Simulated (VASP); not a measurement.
LiBPt, 3 atoms in the cell. The structure is hexagonal, space group P-6m2 (No. 187). Conventional cell: a = 3.526 Å, b = 3.526 Å, c = 3.442 Å, α = 90.00°, β = 90.00°, γ = 120.00°. Within 3.6 Å of Li (site symmetry -6m2) lie 6 Pt at 2.67 Å and 6 B at 2.67 Å and 8 Li at 3.44 to 3.53 Å. B (site symmetry -6m2) has 3 Pt at 2.04 Å and 6 Li at 2.67 Å within 2.7 Å. Pt (site symmetry -6m2) has 3 B at 2.04 Å and 6 Li at 2.67 Å within 2.7 Å. The cell was built from a structure type or drawn by symmetry, and may not be a known phase.

- Program: VASP 6.6.1
- Task: relaxation of cell and atoms
- Functional: PBE
- Potentials or basis: VASP PAW PBE potentials, release 64 (Li_sv, B, Pt)
- Cutoff: 600 eV
- k mesh: 6 × 6 × 6
- Occupations: gaussian, width 0.1 eV
- Spin: no spin polarisation
- Dipole correction: no
- Further INCAR settings: ALGO = Fast; EDIFF = 1e-06; IBRION = 2; EDIFFG = -0.04; NSW = 90; ISIF = 3

Potentials or basis: VASP PAW PBE potentials, release 64 (Li_sv, B, Pt).

The run is started by

```sh
$ cat potpaw_PBE.64/Li_sv/POTCAR potpaw_PBE.64/B/POTCAR potpaw_PBE.64/Pt/POTCAR > POTCAR
$ mpirun -np 1 vasp_std > vasp.out
```

Hardware: 1 thread of Intel Xeon 8259CL (shared host).

Q: How long does it take, and how much memory?

A: Run time: 3.7 min on 1 thread of Intel Xeon 8259CL, with other jobs on the host, peak memory 0.18 GiB. Counts: scf iterations 108, k points 28, ion steps 8.
